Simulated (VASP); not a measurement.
# Si2Mo (I4/mmm) in VASP: settings compared

Si2Mo is run at these levels: r2SCAN, r2SCAN+D4, LDA, PBE+D4; tasks: single point, relaxation of shape and atoms at fixed volume.

Everything below comes from runs of VASP 6.6.1. Logs are shortened: lines on timing, memory, paths and dates and some standing lists are left out, and cuts for length are marked.

### Step 1. The cell of the first run

The structure is tetragonal, space group I4/mmm (No. 139). The conventional cell has a = 3.225 Å, b = 3.225 Å, c = 7.860 Å, α = 90.00°, β = 90.00°, γ = 90.00°. Within 3.4 Å of Si (site symmetry 4mm) lie 9 Si at 2.58 to 3.23 Å and 5 Mo at 2.62 to 2.64 Å. Within 3.5 Å of Mo (site symmetry 4/mmm) lie 10 Si at 2.62 to 2.64 Å and 4 Mo at 3.23 Å.

### Step 2. Single point, r2SCAN (volume scaled by 1.02)

POSCAR reads:

```
Si2Mo
1.0
   -1.6126596735      1.6126596735      3.9300097099
    1.6126596735     -1.6126596735      3.9300097099
    1.6126596735      1.6126596735     -3.9300097099
Si Mo
2 1
Direct
    0.3358127113      0.3358127113      0.0000000000
    0.6641872887      0.6641872887      0.0000000000
    0.0000000000      0.0000000000      0.0000000000
```

INCAR.step1 reads:

```
SYSTEM = Si2Mo
ALGO = Normal
EDIFF = 1E-4
ENCUT = 520
GGA = PE
ISMEAR = 0
LASPH = .True.
LCHARG = .False.
LREAL = .False.
LWAVE = .True.
NBANDS = 18
NELM = 60
PREC = Accurate
SIGMA = 0.05
```

INCAR.step2 reads:

```
SYSTEM = Si2Mo
ALGO = Normal
EDIFF = 1E-6
ENCUT = 520
ISIF = 2
ISMEAR = 0
ISTART = 1
LASPH = .True.
LCHARG = .True.
LELF = .True.
LMIXTAU = .True.
LREAL = .False.
LVHAR = .True.
LWAVE = .False.
METAGGA = R2SCAN
NBANDS = 18
NELM = 60
PREC = Accurate
SIGMA = 0.05
```

KPOINTS reads:

```
k-points
0
Gamma
  10 10 10
  0 0 0
```

Potentials or basis: VASP PAW PBE potentials, release 64 (Si, Mo_sv).

Launch:

```console
$ cat potpaw_PBE.64/Si/POTCAR potpaw_PBE.64/Mo_sv/POTCAR > POTCAR
$ cp INCAR.step1 INCAR
$ mpirun -np 1 vasp_std > vasp.out
$ cp INCAR.step2 INCAR
$ mpirun -np 1 vasp_std > vasp.out
```

OUTCAR:

```text
SYSTEM = Si2Mo
   EDIFF = 1E-6
   ENCUT = 520
   ISIF = 2
   ISMEAR = 0
   ISTART = 1
   LASPH = .True.
   LREAL = .False.
   METAGGA = R2SCAN
   NELM = 60
   PREC = Accurate

 ion  position               nearest neighbor table
   1  0.336  0.336  0.000-   2 2.58   3 2.62   3 2.62   3 2.62   3 2.62   3 2.64   2 2.65   2 2.65
                             2 2.65   2 2.65
   2  0.664  0.664  0.000-   1 2.58   3 2.62   3 2.62   3 2.62   3 2.62   3 2.64   1 2.65   1 2.65
                             1 2.65   1 2.65
   3  0.000  0.000  0.000-   2 2.62   2 2.62   1 2.62   2 2.62   1 2.62   1 2.62   2 2.62   1 2.62
                             1 2.64   2 2.64

  LATTYP: Found a body centered tetragonal cell.
 ALAT       =     3.2253193470
 C/A-ratio  =     2.4369740091

  Lattice vectors:

 A1 = (  -1.6126596735,   1.6126596735,   3.9300097099)
 A2 = (   1.6126596735,  -1.6126596735,   3.9300097099)
 A3 = (   1.6126596735,   1.6126596735,  -3.9300097099)

Analysis of symmetry for initial positions (statically):
=====================================================================
 Subroutine PRICEL returns:
 Original cell was already a primitive cell.

 Routine SETGRP: Setting up the symmetry group for a
 body centered tetragonal supercell.

 Subroutine GETGRP returns: Found 16 space group operations
 (whereof 16 operations were pure point group operations)
 out of a pool of 16 trial point group operations.

The static configuration has the point symmetry D_4h.

Analysis of symmetry for dynamics (positions and initial velocities):
=====================================================================
 Subroutine PRICEL returns:
 Original cell was already a primitive cell.

 Routine SETGRP: Setting up the symmetry group for a
 body centered tetragonal supercell.

 Subroutine GETGRP returns: Found 16 space group operations
 (whereof 16 operations were pure point group operations)
 out of a pool of 16 trial point group operations.

The dynamic configuration has the point symmetry D_4h.

 Subroutine INISYM returns: Found 16 space group operations
 (whereof 16 operations are pure point group operations),
 and found     1 'primitive' translations

----------------------------------------------------------------------------------------

                                     Primitive cell

  volume of cell :      40.8827

[... 82 lines left out ...]
   ISTART =      1    job   : 0-new  1-cont  2-samecut
   ICHARG =      0    charge: 1-file 2-atom 10-const
   ISPIN  =      1    spin polarized calculation?
   LNONCOLLINEAR =      F non collinear calculations
   LSORBIT =      F    spin-orbit coupling
   LASPH  =      T    aspherical Exc in radial PAW
   ENCUT  =  520.0 eV  38.22 Ry    6.18 a.u.   8.45  8.45  8.45*2*pi/ulx,y,z
   NELM   =     60;   NELMIN=  2; NELMDL=  0     # of ELM steps
   EDIFF  = 0.1E-05   stopping-criterion for ELM
   LREAL  =      F    real-space projection
   EDIFFG = 0.1E-04   stopping-criterion for IOM
   NSW    =      0    number of steps for IOM
   IBRION =     -1    ionic relax: 0-MD 1-quasi-New 2-CG
   NFREE  =      0    steps in history (QN), initial steepest desc. (CG)
   ISIF   =      2    stress and relaxation
   ISYM   =      2    0-nonsym 1-usesym 2-fastsym
   POTIM  = 0.5000    time-step for ionic-motion
   TEBEG  =    0.0;   TEEND  =   0.0 temperature during run
   PSTRESS=    0.0 pullay stress
   NELECT =      22.0000    total number of electrons
   NUPDOWN=      -1.0000    fix difference up-down
   EMIN   =  10.00;   EMAX   =-10.00  energy-range for DOS
   EFERMI =   0.00;   METHOD = LEGACY
   ISMEAR =     0;   SIGMA  =   0.05  broadening in eV -4-tet -1-fermi 0-gaus
   EFERMI_NEDOS =   21; number of points for ismear=-14 and -15
   IALGO  =     38    algorithm
   IMIX   =      4    mixing-type and parameters
     AMIX     =   0.40;   BMIX     =  1.00
     AMIX_MAG =   1.60;   BMIX_MAG =  1.00
  volume/ion in A,a.u.               =      13.63        91.96
  Fermi-wavevector in a.u.,A,eV,Ry     =   1.331586  2.516334 24.124796  1.773122
  Thomas-Fermi vector in A             =   2.460586
   LORBIT       =      0    0 simple, 1 ext, 2 COOP (PROOUT), +10 PAW based schemes
   METAGGA = R2SCAN    functional components
   LHFCALC =     F    Hartree Fock is set to
   AEXX    =    0.0000 exact exchange contribution
   IVDW    =     0    specifies the selected vdW correction
   LEPSILON=     F    determine dielectric tensor
   LRPA    =     F    only Hartree local field effects (RPA)
 non-spin polarized calculation
 Gauss-broadening in eV      SIGMA  =   0.05
  energy-cutoff  :      520.00
  volume of cell :       40.88
 maximum number of plane-waves:      1130
 NGX is ok and might be reduce to    36
   NGX = 17   NGY = 17   NGZ = 17

 number of electron      22.0000000 magnetization

 Free energy of the ion-electron system (eV)
  ---------------------------------------------------
  ext. energy  EPLUGINS =         0.00000000
  ---------------------------------------------------
  free energy    TOTEN  =       -45.00842761 eV

  energy without entropy =      -45.00812121  energy(sigma->0) =      -45.00827441

 E-fermi :  11.8938     XC(G=0): -13.2994

 val. band max:       11.8877827836   @ k =  -0.4000   0.5000   0.4000
 cond. band min:      12.1403905291   @ k =  -0.4000   0.4000   0.4000
 fundamental gap:      0.2526077455
 Fermi energy:        11.8937815598

 k-point     1 :       0.0000    0.0000    0.0000
  band No.  band energies     occupation
      1     -50.6338      2.00000
      2     -24.0598      2.00000
      3     -23.9852      2.00000
      4     -23.9851      2.00000
      5      -2.0260      2.00000
      6       5.3442      2.00000
[... 481 lines left out ...]
      5       2.2100      2.00000
      6       3.3425      2.00000
[... 10 lines left out ...]
     17      19.1068      0.00000
     18      21.3509      0.00000

 [... further k-points ...]
[... 5 lines left out ...]
  --------------------------------------------------------------------------------------
  -------------------------------------------------------------------------------------
  Total       -0.9536398     -0.9536398     -0.9594886      0.0000000     -0.0000000      0.0000000
  in kB      -37.3728225    -37.3728225    -37.6020329      0.0000000     -0.0000000      0.0000000
  external PRESSURE =     -37.4492260 kB  Pullay stress =       0.0000000 kB

 VOLUME and BASIS-vectors are now :
 -----------------------------------------------------------------------------
  energy-cutoff  :      520.00
  volume of cell :       40.88
      direct lattice vectors                 reciprocal lattice vectors
    -1.612659674  1.612659674  3.930009710     0.000000000  0.310046818  0.127226149
     1.612659674 -1.612659674  3.930009710     0.310046818  0.000000000  0.127226149
     1.612659674  1.612659674 -3.930009710     0.310046818  0.310046818  0.000000000

 POSITION                                       TOTAL-FORCE (eV/Angst)
 -----------------------------------------------------------------------------------
      0.00000      0.00000      2.63949         0.000000      0.000000     -0.004496
      0.00000      0.00000      5.22052         0.000000      0.000000      0.004496
      0.00000      0.00000      0.00000        -0.000000     -0.000000      0.000000
 -----------------------------------------------------------------------------------
    total drift:                                0.000000      0.000000     -0.000000

  FREE ENERGIE OF THE ION-ELECTRON SYSTEM (eV)
  ---------------------------------------------------
  free  energy   TOTEN  =       -45.0084276077 eV

  energy  without entropy=      -45.0081212103  energy(sigma->0) =      -45.00827441
```

Wall time 2.3 min (1 thread of Intel Xeon 6975P-C (Granite Rapids), shared host); peak memory 0.25 GiB.

What came out:

```yaml
Free_energy: -45.0084 eV
Pressure: -3.7 GPa
Largest_force: 0.004 eV/Å
Band_gap_on_the_k_mesh: zero (band 11 reaches 12.41 eV, above the bottom of band 12 at 11.43 eV)
```

Forces on the atoms (eV/Å):
```
Si   0.000  0.000 -0.004
Si   0.000  0.000  0.004
Mo   0.000  0.000  0.000
```

Levels at points of the mesh, in eV from the Fermi level:
| k point | band 7 | band 8 | band 9 | band 10 | band 11 | band 12 | band 13 | band 14 | band 15 | band 16 |
| --- | --- | --- | --- | --- | --- | --- | --- | --- | --- | --- |
| (0.00, 0.00, 0.00) | -3.36 | -2.91 | -2.64 | -2.64 | 0.43 | 3.45 | 3.62 | 3.67 | 3.67 | 4.45 |
| (0.50, 0.00, 0.00) | -5.03 | -4.66 | -2.64 | -2.47 | -0.43 | 2.56 | 3.34 | 4.42 | 4.53 | 5.88 |
| (0.50, 0.50, 0.00) | -5.82 | -5.25 | -4.52 | -3.05 | -1.31 | 2.63 | 3.04 | 3.50 | 3.68 | 5.08 |
| (0.50, 0.50, 0.50) | -3.42 | -2.08 | -0.48 | -0.48 | -0.47 | -0.47 | 0.57 | 5.23 | 5.65 | 6.67 |

Caveat: the PAW data sets were made with another functional, which shifts forces and pressure a little.

### Step 3. Single point, r2SCAN+D4 (volume scaled by 1.04)

POSCAR reads:

```
Si2Mo
1.0
   -1.6186762388      1.6186762388      3.9415670037
    1.6186762388     -1.6186762388      3.9415670037
    1.6186762388      1.6186762388     -3.9415670037
Si Mo
2 1
Direct
    0.3360029942      0.3360029942      0.0000000000
    0.6639970058      0.6639970058      0.0000000000
    0.0000000000      0.0000000000      0.0000000000
```

INCAR.step1 reads:

```
PREC = Accurate
ENCUT = 520
ISMEAR = 0
SIGMA = 0.05
LREAL = F
LASPH = T
NELM = 100
NBANDS = 18
GGA = PE
ALGO = Normal
EDIFF = 1E-4
LWAVE = T
LCHARG = F
```

INCAR.step2 reads:

```
PREC = Accurate
ENCUT = 520
EDIFF = 1E-6
ISMEAR = 0
SIGMA = 0.05
LREAL = F
LASPH = T
NELM = 100
ALGO = Normal
ISIF = 2
LWAVE = F
LCHARG = T
METAGGA = R2SCAN
LMIXTAU = T
IVDW = 13
VDW_S6 = 1.0
VDW_S8 = 0.6018749
VDW_A1 = 0.51559235
VDW_A2 = 5.77342911
LELF = T
LVHAR = T
NBANDS = 18
ISTART = 1
```

KPOINTS reads:

```
regular mesh
0
Gamma
  10 10 10
```

Potentials or basis: VASP PAW PBE potentials, release 64 (Si, Mo_sv).

Launch:

```console
$ cat potpaw_PBE.64/Si/POTCAR potpaw_PBE.64/Mo_sv/POTCAR > POTCAR
$ cp INCAR.step1 INCAR
$ mpirun -np 1 vasp_std > vasp.out
$ cp INCAR.step2 INCAR
$ mpirun -np 1 vasp_std > vasp.out
```

OUTCAR:

```text
PREC = Accurate
   ENCUT = 520
   EDIFF = 1E-6
   ISMEAR = 0
   LREAL = F
   LASPH = T
   NELM = 100
   ISIF = 2
   METAGGA = R2SCAN
   IVDW = 13
   ISTART = 1

 ion  position               nearest neighbor table
   1  0.336  0.336  0.000-   2 2.59   3 2.63   3 2.63   3 2.63   3 2.63   3 2.65   2 2.66   2 2.66
                             2 2.66   2 2.66
   2  0.664  0.664  0.000-   1 2.59   3 2.63   3 2.63   3 2.63   3 2.63   3 2.65   1 2.66   1 2.66
                             1 2.66   1 2.66
   3  0.000  0.000  0.000-   2 2.63   2 2.63   2 2.63   1 2.63   2 2.63   1 2.63   1 2.63   1 2.63
                             1 2.65   2 2.65

  LATTYP: Found a body centered tetragonal cell.
 ALAT       =     3.2373524776
 C/A-ratio  =     2.4350558248

  Lattice vectors:

 A1 = (  -1.6186762388,   1.6186762388,   3.9415670037)
 A2 = (   1.6186762388,  -1.6186762388,   3.9415670037)
 A3 = (   1.6186762388,   1.6186762388,  -3.9415670037)

Analysis of symmetry for initial positions (statically):
=====================================================================
 Subroutine PRICEL returns:
 Original cell was already a primitive cell.

[... 172 lines left out ...]
 E-fermi :  11.7380     XC(G=0): -13.2446

 val. band max:       11.7336447301   @ k =  -0.4000   0.5000   0.4000
 cond. band min:      11.9890491307   @ k =  -0.4000   0.4000   0.4000
 fundamental gap:      0.2554044006
 Fermi energy:        11.7379902258

 k-point     1 :       0.0000    0.0000    0.0000
  band No.  band energies     occupation
      1     -50.8028      2.00000
      2     -24.2198      2.00000
      3     -24.1533      2.00000
      4     -24.1533      2.00000
      5      -2.0940      2.00000
      6       5.2542      2.00000
[... 481 lines left out ...]
      5       2.1069      2.00000
      6       3.2401      2.00000
[... 10 lines left out ...]
     17      18.8741      0.00000
     18      21.1195      0.00000

 [... further k-points ...]

------------------------ aborting loop because EDIFF is reached ----------------------------------------

  DFT-D4 for vdW energy calculation

  Edisp (eV):   -0.56054

  FORCE on cell =-STRESS in cart. coord.  units (eV):
  Direction    XX          YY          ZZ          XY          YZ          ZX
  --------------------------------------------------------------------------------------
  -------------------------------------------------------------------------------------
  Total      -1.97603    -1.97603    -1.98148     0.00000    -0.00000     0.00000
  in kB     -76.64000   -76.64000   -76.85119     0.00000    -0.00000     0.00000
  external pressure =      -76.71 kB  Pullay stress =        0.00 kB

 VOLUME and BASIS-vectors are now :
 -----------------------------------------------------------------------------
  energy-cutoff  :      520.00
  volume of cell :       41.31
      direct lattice vectors                 reciprocal lattice vectors
    -1.618676239  1.618676239  3.941567004     0.000000000  0.308894384  0.126853102
     1.618676239 -1.618676239  3.941567004     0.308894384  0.000000000  0.126853102
     1.618676239  1.618676239 -3.941567004     0.308894384  0.308894384  0.000000000

 POSITION                                       TOTAL-FORCE (eV/Angst)
 -----------------------------------------------------------------------------------
      0.00000      0.00000      2.64876        -0.000000     -0.000000     -0.004038
      0.00000      0.00000      5.23438         0.000000      0.000000      0.004038
      0.00000      0.00000      0.00000        -0.000000     -0.000000      0.000000
 -----------------------------------------------------------------------------------
    total drift:                               -0.000000      0.000000     -0.000000

  FREE ENERGIE OF THE ION-ELECTRON SYSTEM (eV)
  ---------------------------------------------------
  free  energy   TOTEN  =       -45.5562855281 eV

  energy  without entropy=      -45.5559974225  energy(sigma->0) =      -45.55614148
```

OUTCAR.step1:

```text
PREC = Accurate
   ENCUT = 520
   ISMEAR = 0
   LREAL = F
[... 734 lines left out ...]
      0.00000      0.00000      2.64876        -0.000000     -0.000000     -0.073422
      0.00000      0.00000      5.23438         0.000000      0.000000      0.073422
      0.00000      0.00000      0.00000        -0.000000     -0.000000     -0.000000
 -----------------------------------------------------------------------------------
    total drift:                               -0.000000      0.000000     -0.000000

  FREE ENERGIE OF THE ION-ELECTRON SYSTEM (eV)
  ---------------------------------------------------
  free  energy   TOTEN  =       -23.2561903560 eV

  energy  without entropy=      -23.2557814042  energy(sigma->0) =      -23.25598588
```

OSZICAR.step1:

```text
N       E                     dE             d eps       ncg     rms          rms(c)
DAV:   1     0.119125005191E+03    0.11913E+03   -0.11243E+04  3672   0.116E+03
DAV:   2    -0.211189195935E+02   -0.14024E+03   -0.13733E+03  4430   0.296E+02
DAV:   3    -0.241616514210E+02   -0.30427E+01   -0.30214E+01  4586   0.388E+01
DAV:   4    -0.241784126773E+02   -0.16761E-01   -0.16736E-01  4356   0.317E+00
DAV:   5    -0.241785286434E+02   -0.11597E-03   -0.11596E-03  4384   0.278E-01    0.203E+01
DAV:   6    -0.234286783822E+02    0.74985E+00   -0.61218E+00  3842   0.158E+01    0.434E+00
DAV:   7    -0.232906784064E+02    0.13800E+00   -0.93887E-01  3814   0.578E+00    0.418E+00
DAV:   8    -0.232568838274E+02    0.33795E-01   -0.97782E-02  3990   0.230E+00    0.444E-01
DAV:   9    -0.232562300720E+02    0.65376E-03   -0.20167E-03  4418   0.357E-01    0.255E-01
DAV:  10    -0.232561903560E+02    0.39716E-04   -0.54485E-04  4046   0.195E-01
   1 F= -.23256190E+02 E0= -.23255986E+02  d E =-.408952E-03
```

Wall time 2.3 min (1 thread of Intel Xeon 6975P-C (Granite Rapids), shared host); peak memory 0.26 GiB.

Results:

```
Free energy                : -45.5563 eV
Pressure                   : -7.7 GPa
Largest force              : 0.004 eV/Å
Band gap on the k mesh     : zero (band 11 reaches 12.25 eV, above the bottom of band 12 at 11.27 eV)
Dispersion energy per atom : -0.187 eV
```

Forces on the atoms (eV/Å):
```
Si   0.000  0.000 -0.004
Si   0.000  0.000  0.004
Mo   0.000  0.000  0.000
```

Levels at points of the mesh, in eV from the Fermi level:
```tsv
k point	band 7	band 8	band 9	band 10	band 11	band 12	band 13	band 14	band 15	band 16
(0.00, 0.00, 0.00)	-3.36	-2.86	-2.61	-2.61	0.42	3.39	3.62	3.62	3.68	4.40
(0.50, 0.00, 0.00)	-4.98	-4.62	-2.62	-2.43	-0.41	2.52	3.32	4.34	4.50	5.86
(0.50, 0.50, 0.00)	-5.76	-5.25	-4.47	-3.00	-1.32	2.59	2.99	3.48	3.66	5.08
(0.50, 0.50, 0.50)	-3.36	-2.04	-0.47	-0.47	-0.47	-0.47	0.56	5.20	5.53	6.68
```

Caveat: the PAW data sets were made with another functional, which shifts forces and pressure a little; pairwise dispersion overbinds metals, which lowers pressure and volume.

### Step 4. Single point, r2SCAN (volume scaled by 1.04)

POSCAR reads:

```
Si2Mo
1.0
   -1.6238797180      1.6238797180      3.9518870899
    1.6238797180     -1.6238797180      3.9518870899
    1.6238797180      1.6238797180     -3.9518870899
Si Mo
2 1
Direct
    0.3361601528      0.3361601528      0.0000000000
    0.6638398472      0.6638398472      0.0000000000
    0.0000000000      0.0000000000      0.0000000000
```

INCAR.step1 reads:

```
PREC = Accurate
ENCUT = 520
ISMEAR = 0
SIGMA = 0.05
LREAL = False
LASPH = True
NELM = 80
NBANDS = 18
GGA = PE
ALGO = Normal
EDIFF = 1E-4
LWAVE = True
LCHARG = False
```

INCAR.step2 reads:

```
PREC = Accurate
ENCUT = 520
EDIFF = 1E-7
ISMEAR = 0
SIGMA = 0.05
LREAL = False
LASPH = True
NELM = 80
ALGO = Normal
ISIF = 2
LWAVE = False
LCHARG = False
METAGGA = R2SCAN
LMIXTAU = True
NBANDS = 18
ISTART = 1
```

KPOINTS reads:

```
Automatic mesh
0
Gamma
  10 10 10
```

Launch:

```console
$ cat potpaw_PBE.64/Si/POTCAR potpaw_PBE.64/Mo_sv/POTCAR > POTCAR
$ cp INCAR.step1 INCAR
$ mpirun -np 1 vasp_std > vasp.out
$ cp INCAR.step2 INCAR
$ mpirun -np 1 vasp_std > vasp.out
```

Run time: 5.6 min. Hardware: 1 thread of Intel Xeon Platinum 8375C at 2.90GHz (Ice Lake), shared host; peak memory 0.26 GiB.

Results (log left out):

- Free energy: -44.9803 eV
- Pressure: -7.5 GPa
- Largest force: 0.004 eV/Å
- Band gap on the k mesh: zero (band 11 reaches 12.10 eV, above the bottom of band 12 at 11.14 eV)

Forces in eV/Å, atoms in the order of the input:
```
Si   0.000  0.000 -0.004
Si   0.000  0.000  0.004
Mo   0.000  0.000  0.000
```

Levels at points of the mesh, in eV from the Fermi level:
```csv
k point,band 8,band 9,band 10,band 11,band 12,band 13,band 14,band 15
"(0.00, 0.00, 0.00)",-2.82,-2.59,-2.59,0.41,3.33,3.58,3.58,3.72
"(0.50, 0.00, 0.00)",-4.60,-2.60,-2.40,-0.40,2.48,3.31,4.27,4.47
"(0.50, 0.50, 0.00)",-5.25,-4.44,-2.96,-1.32,2.55,2.95,3.45,3.64
"(0.50, 0.50, 0.50)",-2.00,-0.47,-0.47,-0.47,-0.47,0.54,5.18,5.42
```

Caveat: the PAW data sets were made with another functional, which shifts forces and pressure a little.

[end of part 1 of 2]
